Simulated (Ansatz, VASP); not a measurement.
**Cs: VASP beside Ansatz**

INCAR

```
  PREC = Accurate
  ENCUT = 600
  EDIFF = 1E-7
  ISMEAR = 0
  SIGMA = 0.1
  LREAL = False
  LASPH = True
  NELM = 80
  ALGO = Fast
  ISIF = 3
  LWAVE = False
  LCHARG = False
  GGA = PS
  IBRION = 2
  NSW = 80
  EDIFFG = -0.01
```

Contents of KPOINTS:

```
regular mesh
0
Gamma
  10 10 10
```

Contents of POSCAR:

```
Cs
1.0
   -3.0791634130      3.0791634130      2.8605951088
    3.0791634130     -3.0791634130      2.8605951088
    3.0791634130      3.0791634130     -2.8605951088
Cs
1
Direct
    0.0000000000      0.0000000000      0.0000000000
```

Input for Ansatz:

```yaml
crystal:
  lattice:
    - [-3.079163413, 3.079163413, 2.8605951088]
    - [3.079163413, -3.079163413, 2.8605951088]
    - [3.079163413, 3.079163413, -2.8605951088]
  atoms:
    - { symbol: Cs, position: [0.0, 0.0, 0.0] }
basis:
  ecutwfc: 420
kpoints:
  mp_grid: { grid: [10, 10, 10] }
hamiltonian:
  xc: pbesol
scf:
  occupations: { method: gaussian, width: 0.1 }
output:
  forces: true
  stress: true
  eigenvalues: true
relax:
  adjacent_minimum: "off"
  f_tol: 0.01
  max_steps: 60
  cell: { stress_tol: 0.1 }
```

Alike in both runs: task relaxation of cell and atoms; functional PBEsol; k mesh 10 × 10 × 10; occupations gaussian, width 0.1 eV; no spin polarisation.

|  | VASP | Ansatz |
| --- | --- | --- |
| version | VASP 6.6.1 | Ansatz 0.2.0 |
| potentials or method | VASP PAW PBE potentials, release 64 (Cs_sv), cutoff 600 eV | scalar-relativistic, plane waves, PAW |
| valence electrons in the cell | 9 | 9 |

|  | VASP | Ansatz | Ansatz less VASP |
| --- | --- | --- | --- |
| gap on the k mesh at the Fermi level, each at its own relaxed structure (eV) | none | none | - |
| relaxed volume (Å³/atom) | 108.32 | 108.49 | +0.172 |
| relaxed length of the cell vector where the two differ most in proportion (Å) | 5.202 | 5.210 | +0.0080 |

VASP's potentials were made for PBE, not for PBEsol. A gap of «none» marks a metal or a gap that the smearing closes.

Neither program's run includes spin-orbit coupling.
